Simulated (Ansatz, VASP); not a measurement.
## One calculation of ZnSe, two programs

```xyz
2
Lattice="0.0000 2.8324 2.8095 2.8324 0.0000 2.8095 2.8324 2.8324 0.0000" Properties=species:S:1:pos:R:3 pbc="T T T"
Zn    0.0000    0.0000    0.0000
Se    1.4162    1.4162    1.4047
```

Change from the starting cell: uniaxial_z strain -0.8%.

Alike in both runs: task single point; functional PBE; k mesh 8 × 8 × 8; occupations fermi-dirac, width 0.02 eV; no spin polarisation.

|  | VASP | Ansatz |
| --- | --- | --- |
| version | VASP 6.6.1 | Ansatz 0.2.0 |
| potentials or method | VASP PAW PBE potentials, release 64 (Zn, Se) | plane waves, PAW |
| plane-wave cutoff (eV) | 500 | 420 |
| valence electrons in the cell | 18 | 28 |

Ansatz gave:

- gap on the k mesh at the Fermi level (eV): 1.31
- pressure (GPa): 2.8
- traceless stress, the component that is largest in VASP (GPa): 0.18

Question: Which values does VASP return?

Answer: gap on the k mesh at the Fermi level (eV): 1.31; pressure (GPa): 3.0; traceless stress, the component that is largest in VASP (GPa): 0.18.

The functional is the same, so the differences come from potentials, cutoffs and numerics. VASP's potentials hold 18 valence electrons a cell and Ansatz's 28, so a difference there can come from the potentials and not from the codes.
